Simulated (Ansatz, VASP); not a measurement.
**ScOsC6N6: VASP beside Ansatz**

```
Sc Os C N
1.0
     0.00000    5.39113    5.39113
     5.39113    0.00000    5.39113
     5.39113    5.39113    0.00000
Sc Os C N
1 1 6 6
Direct
  0.50000 0.50000 0.50000
  0.00000 0.00000 0.00000
  0.81180 0.18820 0.18820
  0.18820 0.81180 0.18820
  0.18820 0.18820 0.81180
  0.18820 0.81180 0.81180
  0.81180 0.18820 0.81180
  0.81180 0.81180 0.18820
  0.70310 0.29690 0.29690
  0.29690 0.70310 0.29690
  0.29690 0.29690 0.70310
  0.29690 0.70310 0.70310
  0.70310 0.29690 0.70310
  0.70310 0.70310 0.29690
```

Alike in both runs: functional PBE; k mesh 4 × 4 × 4; occupations gaussian, width 0.1 eV; collinear spin.

Ansatz relaxed the structure, and its values are those at the end. VASP's run is a single point on that final structure, the one shown.

```csv
,VASP,Ansatz
version,VASP 6.6.1,Ansatz 0.2.0
potentials or method,"VASP PAW PBE potentials, release 64 (Sc_sv, Os, C, N), cutoff 520 eV","scalar-relativistic, plane waves, PAW"
valence electrons in the cell,73,81
```

```tsv
	VASP	Ansatz	Ansatz less VASP
gap on the k mesh at the Fermi level (eV)	none	none	-
pressure (GPa)	0.5	0.0	-0.51
rms of the force components (eV/Å)	0.161	0.008	-0.1535
net moment per atom (μB)	0.07	0.07	0.000
size of the moment on the site where the two differ most (μB)	0.65	0.39	-0.260
```

Site moments also hang on the region over which each program counts them. A gap of «none» marks a metal or a gap that the smearing closes. One of these differences is far larger than is usual between the two programs; its cause wasn't traced. VASP's potentials hold 73 valence electrons a cell and Ansatz's 81, so a difference there can come from the potentials and not from the codes.

Spin-orbit coupling is off throughout. Noted on VASP's run: the standard files for N, O and F lose accuracy on very short bonds.
